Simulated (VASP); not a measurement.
The system is Sb.

```
Sb
1.0
     3.16000    0.00000    0.00000
     0.00000    3.16000    0.00000
     0.00000    0.00000    3.16000
Sb
1
Cartesian
  0.0000 0.0000 0.0000
```

| Quantity | Value |
| --- | --- |
| Program | VASP 6.6.1 |
| Task | relaxation of cell and atoms |
| Functional | PBE-based screened hybrid |
| Potentials or basis | VASP PAW PBE potentials, release 64 (Sb_d_GW) |
| Cutoff | 500 eV |
| k mesh | 4 × 4 × 4 |
| Occupations | fermi-dirac, width 0.05 eV |
| Spin | no spin polarisation |

At the start: pressure -5.3 GPa; volume 31.55 Å³/atom.

Question: How do energy, volume and symmetry change on relaxing?

Answer: Over 8 steps the energy falls by 52.4 meV/atom and the volume is 28.56 Å³/atom (-9.5 %); space group Pm-3m (No. 221, to 0.05 Å).

Step by step:
| step | energy change (eV) | largest force (eV/Å) | pressure (GPa) | volume (Å³) |
| --- | --- | --- | --- | --- |
| 1 | 0.0000 | 0.0000 | -5.27 | 31.55 |
| 2 | -0.0348 | 0.0000 | 4.01 | 27.05 |
| 3 | -0.0524 | 0.0000 | -0.12 | 28.59 |
| 4 | -0.0524 | 0.0000 | 0.14 | 28.53 |
| 5 | -0.0524 | 0.0000 | -0.21 | 28.63 |
| 6 | -0.0524 | 0.0000 | 0.06 | 28.56 |
| 7 | -0.0524 | 0.0000 | -0.07 | 28.57 |
| 8 | -0.0524 | 0.0000 | -0.03 | 28.56 |

Final structure:
```
CELL_PARAMETERS angstrom
3.05682 0.00000 0.00000
0.00000 3.05682 0.00000
0.00000 0.00000 3.05682
ATOMIC_POSITIONS crystal
Sb 0.00000 0.00000 0.00000
```

Caveat: the k points lie up to 0.51 Å⁻¹ apart in the final cell; the PAW data sets were made with another functional, which shifts forces and pressure a little.
